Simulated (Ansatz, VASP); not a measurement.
# Na3HSe: VASP beside Ansatz

INCAR

```
  ALGO = Normal
  EDIFF = 1E-7
  EDIFFG = -0.005
  ENCUT = 600
  IBRION = 2
  ISIF = 3
  ISMEAR = 0
  LASPH = True
  LCHARG = False
  LREAL = False
  LWAVE = False
  NELM = 100
  NSW = 70
  PREC = Accurate
  SIGMA = 0.02
```

KPOINTS

```
k-points
0
Gamma
  6 6 6
```

The input POSCAR:

```
Na3HSe
1.0
    4.5502916133      0.0000000000      0.0000000000
    0.0000000000      4.5502916133      0.0000000000
    0.0000000000      0.0000000000      4.5502916133
Na H Se
3 1 1
Direct
    0.0000000000      0.5000000000      0.5000000000
    0.5000000000      0.0000000000      0.5000000000
    0.5000000000      0.5000000000      0.0000000000
    0.5000000000      0.5000000000      0.5000000000
    0.0000000000      0.0000000000      0.0000000000
```

Input for Ansatz:

```yaml
crystal:
  lattice:
    - [4.5502916133, 0.0, 0.0]
    - [0.0, 4.5502916133, 0.0]
    - [0.0, 0.0, 4.5502916133]
  atoms:
    - { symbol: Na, position: [0.0, 0.5, 0.5] }
    - { symbol: Na, position: [0.5, 0.0, 0.5] }
    - { symbol: Na, position: [0.5, 0.5, 0.0] }
    - { symbol: H, position: [0.5, 0.5, 0.5] }
    - { symbol: Se, position: [0.0, 0.0, 0.0] }
basis:
  ecutwfc: 420
kpoints:
  mp_grid: { grid: [6, 6, 6] }
hamiltonian:
  xc: lda
scf:
  occupations: { method: gaussian, width: 0.02 }
output:
  forces: true
  stress: true
  eigenvalues: true
relax:
  adjacent_minimum: "off"
  f_tol: 0.005
  max_steps: 50
  cell: { stress_tol: 0.05 }
```

Alike in both runs: task relaxation of cell and atoms; functional LDA; k mesh 6 × 6 × 6; occupations gaussian, width 0.02 eV; no spin polarisation.

|  | VASP | Ansatz |
| --- | --- | --- |
| version | VASP 6.6.1 | Ansatz 0.2.0 |
| potentials or method | VASP PAW LDA potentials, release 64 (Na_pv, H, Se), cutoff 600 eV | scalar-relativistic, plane waves, PAW |
| valence electrons in the cell | 28 | 44 |

```csv
,VASP,Ansatz,Ansatz less VASP
"gap on the k mesh at the Fermi level, each at its own relaxed structure (eV)",2.90,2.89,-0.008
relaxed volume (Å³/atom),17.11,17.10,-0.010
relaxed length of the cell vector where the two differ most in proportion (Å),4.407,4.406,-0.0009
```

LDA's correlation is that of Perdew and Zunger in VASP and of Perdew and Wang (1992) in Ansatz. VASP's potentials hold 28 valence electrons a cell and Ansatz's 44, so a difference there can come from the potentials and not from the codes.
